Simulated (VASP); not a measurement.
Co, 2 atoms in the cell. It takes space group Pm-3m (No. 221, cubic). Conventional cell: a = 2.334 Å, b = 2.334 Å, c = 2.334 Å, α = 90.00°, β = 90.00°, γ = 90.00°. Co (site symmetry m-3m) has 6 Co at 2.33 Å within 3.1 Å. This isn't the form of Co at room conditions, which is hcp.

```yaml
Program: VASP 6.6.1
Task: single point
Functional: PBEsol
Potentials_or_basis: VASP PAW PBE potentials, release 64 (Co)
Cutoff: 520 eV
k_mesh: 14 × 14 × 14
Occupations: fermi-dirac, width 0.05 eV
Spin: collinear spin, ferromagnetic start
Starting_moments: "[-1.614, -1.614] μB"
Dipole_correction: no
Further_INCAR_settings: ALGO = Normal; EDIFF = 1e-06; NBANDS = 20
```

Potentials or basis: VASP PAW PBE potentials, release 64 (Co).

Run with:

```bash
$ cat potpaw_PBE.64/Co/POTCAR > POTCAR
$ mpirun -np 1 vasp_std > vasp.out
```

Hardware: 1 thread of Intel Xeon 8259CL (shared host).

Task: Estimate the wall time of this run.

Result: Wall time 3.3 min on 1 thread of Intel Xeon 8259CL, on a shared host, peak memory 0.22 GiB. Counts: scf iterations 14, k points 104.
